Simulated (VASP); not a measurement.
# SbO4 (P6/mmm) in VASP: relaxation of cell and atoms with PBE

Aim: the relaxation of cell and atoms of SbO4 with PBE.

Everything below comes from runs of VASP 6.6.1. Logs are shortened: lines on timing, memory, paths and dates and some standing lists are left out, and cuts for length are marked.

**1. The cell of the first run**

It takes space group P6/mmm (No. 191, hexagonal). Conventional cell: a = 4.051 Å, b = 4.051 Å, c = 5.647 Å, α = 90.00°, β = 90.00°, γ = 120.00°. Within 2.2 Å of Sb (site symmetry 6/mmm) lie 2 O at 1.68 Å. O (site symmetry 6mm) has 1 Sb at 1.68 Å within 2.2 Å. Within 3.1 Å of O (site symmetry -6m2) lie 9 O at 2.34 to 2.60 Å.

The cell was generated, and may not be a known phase.

**2. Relaxation of cell and atoms, PBE**

Contents of INCAR:

```
SYSTEM = SbO4
PREC     = Accurate       ! precision mode
ENCUT    = 700            ! plane-wave cutoff, eV
EDIFF    = 1E-7           ! SCF threshold, eV
ISMEAR   = 0              ! smearing method
SIGMA    = 0.1            ! smearing width, eV
LREAL    = .False.        ! projectors in reciprocal space
LASPH    = .True.         ! aspherical terms in the spheres
NELM     = 120            ! most SCF steps
ALGO     = Normal         ! electronic algorithm
ISIF     = 3              ! what is computed and relaxed
LWAVE    = .False.        ! write WAVECAR
LCHARG   = .False.        ! write CHGCAR
GGA      = PE             ! functional
IBRION   = 2              ! ionic algorithm
NSW      = 90             ! ionic steps
EDIFFG   = -0.04          ! ionic threshold
GGA_COMPAT= .False.      
NELMIN   = 4
```

Contents of KPOINTS:

```
regular mesh
0
Gamma
  6 6 4
  0 0 0
```

Contents of POSCAR:

```
SbO4
1.0
    4.0505045400      0.0000000000      0.0000000000
   -2.0252522700      3.5078398300      0.0000000000
    0.0000000000      0.0000000000      5.6472929000
Sb O
1 4
Direct
    0.0000000000      0.0000000000      0.5000000000
    0.0000000000      0.0000000000      0.2027633600
    0.0000000000      0.0000000000      0.7972366400
    0.3333333300      0.6666666700      0.0000000000
    0.6666666700      0.3333333300      0.0000000000
```

Potentials or basis: VASP PAW PBE potentials, release 64 (Sb_d_GW, O).

Command:

```console
$ cat potpaw_PBE.64/Sb_d_GW/POTCAR potpaw_PBE.64/O/POTCAR > POTCAR
$ mpirun -np 1 vasp_std > vasp.out
```

OUTCAR:

```text
SYSTEM = SbO4
   PREC = Accurate
   ENCUT = 700
   EDIFF = 1E-7
   ISMEAR = 0
   LREAL = .False.
   LASPH = .True.
   NELM = 120
   ISIF = 3
   GGA = PE
   IBRION = 2
   NSW = 90
   EDIFFG = -0.04
   NELMIN = 4

 ion  position               nearest neighbor table
   1  0.000  0.000  0.500-   2 1.68   3 1.68
   2  0.000  0.000  0.203-   1 1.68
   3  0.000  0.000  0.797-   1 1.68
   4  0.333  0.667  0.000-
   5  0.667  0.333  0.000-

  LATTYP: Found a hexagonal cell.
 ALAT       =     4.0505045400
 C/A-ratio  =     1.3942196199

  Lattice vectors:

 A1 = (   4.0505045400,   0.0000000000,   0.0000000000)
 A2 = (  -2.0252522700,   3.5078398300,   0.0000000000)
 A3 = (   0.0000000000,   0.0000000000,   5.6472929000)

Analysis of symmetry for initial positions (statically):
=====================================================================
 Subroutine PRICEL returns:
 Original cell was already a primitive cell.

 Routine SETGRP: Setting up the symmetry group for a
 hexagonal supercell.

 Subroutine GETGRP returns: Found 24 space group operations
 (whereof 24 operations were pure point group operations)
 out of a pool of 24 trial point group operations.

The static configuration has the point symmetry D_6h.

Analysis of symmetry for dynamics (positions and initial velocities):
=====================================================================
 Subroutine PRICEL returns:
 Original cell was already a primitive cell.

 Routine SETGRP: Setting up the symmetry group for a
 hexagonal supercell.

 Subroutine GETGRP returns: Found 24 space group operations
 (whereof 24 operations were pure point group operations)
 out of a pool of 24 trial point group operations.

The dynamic configuration has the point symmetry D_6h.

 Subroutine INISYM returns: Found 24 space group operations
 (whereof 24 operations are pure point group operations),
 and found     1 'primitive' translations

----------------------------------------------------------------------------------------

                                     Primitive cell

  volume of cell :      80.2397

  direct lattice vectors                    reciprocal lattice vectors
     4.050504540  0.000000000  0.000000000     0.246882824  0.142537865  0.000000000
    -2.025252270  3.507839830  0.000000000     0.000000000  0.285075730  0.000000000
     0.000000000  0.000000000  5.647292900     0.000000000  0.000000000  0.177075993

  length of vectors
[... 78 lines left out ...]
   ISPIN  =      1    spin polarized calculation?
   LNONCOLLINEAR =      F non collinear calculations
   LSORBIT =      F    spin-orbit coupling
   LASPH  =      T    aspherical Exc in radial PAW
   ENCUT  =  700.0 eV  51.45 Ry    7.17 a.u.   8.74  8.74 12.18*2*pi/ulx,y,z
   NELM   =    120;   NELMIN=  4; NELMDL= -5     # of ELM steps
   EDIFF  = 0.1E-06   stopping-criterion for ELM
   LREAL  =      F    real-space projection
   EDIFFG = -.4E-01   stopping-criterion for IOM
   NSW    =     90    number of steps for IOM
   IBRION =      2    ionic relax: 0-MD 1-quasi-New 2-CG
   NFREE  =      1    steps in history (QN), initial steepest desc. (CG)
   ISIF   =      3    stress and relaxation
   ISYM   =      2    0-nonsym 1-usesym 2-fastsym
   POTIM  = 0.5000    time-step for ionic-motion
   TEBEG  =    0.0;   TEEND  =   0.0 temperature during run
   PSTRESS=    0.0 pullay stress
   NELECT =      39.0000    total number of electrons
   NUPDOWN=      -1.0000    fix difference up-down
   EMIN   =  10.00;   EMAX   =-10.00  energy-range for DOS
   EFERMI =   0.00;   METHOD = LEGACY
   ISMEAR =     0;   SIGMA  =   0.10  broadening in eV -4-tet -1-fermi 0-gaus
   EFERMI_NEDOS =   21; number of points for ismear=-14 and -15
   IALGO  =     38    algorithm
   IMIX   =      4    mixing-type and parameters
     AMIX     =   0.40;   BMIX     =  1.00
     AMIX_MAG =   1.60;   BMIX_MAG =  1.00
  volume/ion in A,a.u.               =      16.05       108.30
  Fermi-wavevector in a.u.,A,eV,Ry     =   1.287162  2.432384 22.541952  1.656787
  Thomas-Fermi vector in A             =   2.419193
   LORBIT       =      0    0 simple, 1 ext, 2 COOP (PROOUT), +10 PAW based schemes
   GGA     = PE    functional components
   LHFCALC =     F    Hartree Fock is set to
   AEXX    =    0.0000 exact exchange contribution
   IVDW    =     0    specifies the selected vdW correction
   LEPSILON=     F    determine dielectric tensor
   LRPA    =     F    only Hartree local field effects (RPA)
 conjugate gradient relaxation of ions
 non-spin polarized calculation
 Gauss-broadening in eV      SIGMA  =   0.10
  energy-cutoff  :      700.00
  volume of cell :       80.24
 maximum number of plane-waves:      3396
 NGX is ok and might be reduce to    36
   NGX = 17   NGY = 17   NGZ = 25

--------------------------------------- Ionic step        1  -------------------------------------------

 number of electron      38.9999996 magnetization

 Free energy of the ion-electron system (eV)
  ---------------------------------------------------
  ext. energy  EPLUGINS =         0.00000000
  ---------------------------------------------------
  free energy    TOTEN  =       -15.64964628 eV

  energy without entropy =      -15.61797431  energy(sigma->0) =      -15.63381030

------------------------ aborting loop because EDIFF is reached ----------------------------------------

  FORCE on cell =-STRESS in cart. coord.  units (eV):
  Direction    XX          YY          ZZ          XY          YZ          ZX
  --------------------------------------------------------------------------------------
  -------------------------------------------------------------------------------------
  Total       -1.6152939     -1.6152939     26.8412904     -0.0000000     -0.0000000      0.0000000
  in kB      -32.2532108    -32.2532108    535.9506247     -0.0000000     -0.0000000      0.0000000
  external PRESSURE =     157.1480677 kB  Pullay stress =       0.0000000 kB
[... 1760 lines left out ...]
     22       1.3186      0.00000
     23       2.1465      0.00000

[... ionic steps 4 to 19 ...]

--------------------------------------- Ionic step       20  -------------------------------------------

 number of electron      39.0000023 magnetization

------------------------ aborting loop because EDIFF is reached ----------------------------------------
[... 73 lines left out ...]
--------------------------------------- Ionic step       22  -------------------------------------------

 number of electron      39.0000012 magnetization

 Free energy of the ion-electron system (eV)
  ---------------------------------------------------
  ext. energy  EPLUGINS =         0.00000000
  ---------------------------------------------------
  free energy    TOTEN  =       -18.95649724 eV

  energy without entropy =      -18.91949314  energy(sigma->0) =      -18.93799519

 E-fermi :   1.4017     XC(G=0): -10.0287

 val. band max:        1.3886140716   @ k =   0.1667   0.1667   0.5000
 cond. band min:       1.4018004015   @ k =   0.3333   0.0000   0.2500
 fundamental gap:      0.0131863300
 Fermi energy:         1.4016547932
[... 576 lines left out ...]
  FREE ENERGIE OF THE ION-ELECTRON SYSTEM (eV)
  ---------------------------------------------------
  free  energy   TOTEN  =       -18.9564972386 eV

  energy  without entropy=      -18.9194931434  energy(sigma->0) =      -18.93799519

 reached required accuracy - stopping structural energy minimisation
```

CONTCAR:

```text
SbO4
   1.00000000000000
     3.1854209701343308    0.0000000000000000    0.0000000000000000
    -1.5927104850671654    2.7586554819391633    0.0000000000000000
    -0.0000000000000000    0.0000000000000000    7.9223275997808082
  Sb              O
     1     4
Direct
     0.0000000000000000    0.0000000000000000    0.5000000000000000
     0.0000000000000000    0.0000000000000000    0.2664306929003933
     0.0000000000000000    0.0000000000000000    0.7335693070996069
     0.3333333300000021    0.6666666699999979    0.0000000000000000
     0.6666666699999979    0.3333333300000021    0.0000000000000000

  0.00000000E+00  0.00000000E+00  0.00000000E+00
  0.00000000E+00  0.00000000E+00  0.00000000E+00
  0.00000000E+00  0.00000000E+00  0.00000000E+00
  0.00000000E+00  0.00000000E+00  0.00000000E+00
  0.00000000E+00  0.00000000E+00  0.00000000E+00
```

Wall time 16 min (1 thread of Intel Xeon Platinum 8559C (Emerald Rapids), shared host); peak memory 0.29 GiB.

Results:

```
Free energy                           : -18.9565 eV
Relaxed volume                        : 13.92 Å³/atom
Relaxed cell                          : a = 3.185 Å, b = 3.185 Å, c = 7.922 Å, α = 90.00°, β = 90.00°, γ = 120.00°
Space group after relaxing (to 0.1 Å) : P6/mmm (No. 191)
Energy gained by relaxing             : 661.4 meV/atom
Ionic steps                           : 22
Pressure after relaxing               : 0.0 GPa
Largest force after relaxing          : 0.033 eV/Å
Band gap on the k mesh                : zero (an odd number of electrons rules out a gap without spin polarisation)
```

Forces in eV/Å, atoms in the order of the input:
```
Sb   0.000  0.000  0.000
O    0.000  0.000  0.033
O    0.000  0.000 -0.033
O    0.000  0.000  0.000
O    0.000  0.000  0.000
```

Step by step:
| step | energy change (eV) | largest force (eV/Å) | pressure (GPa) | volume (Å³) |
| --- | --- | --- | --- | --- |
| 1 | 0.0000 | 6.6266 | 15.71 | 80.24 |
| 2 | 1.4186 | 1.6043 | -15.36 | 97.90 |
| 3 | 0.4067 | 2.3059 | -14.76 | 93.23 |
| 4 | -0.4049 | 2.3966 | -12.91 | 89.59 |
| 5 | -1.0908 | 1.0716 | -5.96 | 84.96 |
| 6 | -1.1072 | 0.3278 | -2.94 | 83.77 |
| 7 | -1.1119 | 0.5700 | -3.99 | 84.17 |
| 8 | -1.3732 | 0.6808 | -4.44 | 80.30 |
| 9 | -2.1178 | 0.9912 | -2.64 | 69.62 |
| 10 | -0.6480 | 2.9034 | 40.22 | 49.27 |
| 11 | -2.3325 | 1.1038 | 0.78 | 65.12 |
| 12 | -2.3663 | 1.3370 | 5.42 | 61.20 |
| 13 | -2.5516 | 1.3733 | 5.17 | 61.04 |
| 14 | -2.9220 | 1.1976 | 8.46 | 59.89 |
| 15 | -3.2441 | 0.2739 | 4.63 | 65.42 |
| 16 | -3.2591 | 0.8068 | 4.36 | 67.15 |
| 17 | -3.1342 | 1.6451 | -7.90 | 74.67 |
| 18 | -3.3031 | 0.1504 | -0.41 | 69.66 |
| 19 | -3.3031 | 0.1211 | -0.28 | 69.58 |
| 20 | -3.3031 | 0.1033 | -0.17 | 69.53 |
| 21 | -3.3046 | 0.0831 | -0.15 | 69.56 |
| 22 | -3.3069 | 0.0330 | -0.03 | 69.62 |

Final structure:
```
Sb O
1.0
     3.18542    0.00000    0.00000
    -1.59271    2.75866    0.00000
     0.00000    0.00000    7.92233
Sb O
1 4
Cartesian
  0.0000 0.0000 3.9612
  0.0000 0.0000 2.1108
  0.0000 0.0000 5.8116
  0.0000 1.8391 0.0000
  1.5927 0.9196 0.0000
```

Levels at points of the mesh, in eV from the Fermi level:
```csv
k point,band 15,band 16,band 17,band 18,band 19,band 20,band 21,band 22,band 23
"(0.00, 0.00, 0.00)",-0.95,-0.95,-0.43,-0.39,-0.39,0.41,0.54,0.54,5.13
"(0.50, 0.00, 0.00)",-3.23,-1.45,-1.39,-1.04,-0.73,-0.32,0.85,1.15,2.25
"(0.00, 0.00, 0.50)",-0.89,-0.89,-0.48,-0.48,0.06,0.42,0.59,0.59,4.92
"(0.50, 0.00, 0.50)",-2.72,-2.17,-1.49,-1.22,-0.69,0.02,0.84,1.14,2.25
```

Caveat: a cell axis changed by over 15 % at a fixed basis, so the end point is rough; spin-orbit coupling is left out, which moves the levels of the heavy elements; an odd number of electrons without spin polarisation forces a metal; a magnetic or distorted state may lie lower.
